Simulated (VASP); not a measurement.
LaMg, 2 atoms in the cell. It takes space group Pm-3m (No. 221, cubic). The conventional cell has a = 4.039 Å, b = 4.039 Å, c = 4.039 Å, α = 90.00°, β = 90.00°, γ = 90.00°. Within 4.6 Å of La (site symmetry m-3m) lie 8 Mg at 3.50 Å and 6 La at 4.04 Å. Mg (site symmetry m-3m) has 8 La at 3.50 Å and 6 Mg at 4.04 Å within 4.6 Å. 

| Item | Value |
| --- | --- |
| Program | VASP 6.6.1 |
| Task | relaxation of the atoms |
| Functional | r2SCAN |
| Potentials or basis | VASP PAW PBE potentials, release 64 (La, Mg) |
| Cutoff | 520 eV |
| k mesh | 9 × 9 × 9 |
| Occupations | fermi-dirac, width 0.1 eV |
| Spin | no spin polarisation |
| Dipole correction | no |
| Further INCAR settings | ALGO = Normal; EDIFF = 1e-06; IBRION = 2; EDIFFG = -0.01; NSW = 50 |

Potentials or basis: VASP PAW PBE potentials, release 64 (La, Mg).

Launch:

```sh
$ cat potpaw_PBE.64/La/POTCAR potpaw_PBE.64/Mg/POTCAR > POTCAR
$ cp INCAR.step1 INCAR
$ mpirun -np 1 vasp_std > vasp.out
$ cp INCAR.step2 INCAR
$ mpirun -np 1 vasp_std > vasp.out
```

Hardware: 1 thread of AMD EPYC 9R45 (Zen 5) (shared host).

Q: How long does it take, and how much memory?

A: Wall time 55 s on 1 thread of AMD EPYC 9R45 (Zen 5), on a shared host, peak memory 0.17 GiB. Counts: k points 35, ion steps 1.
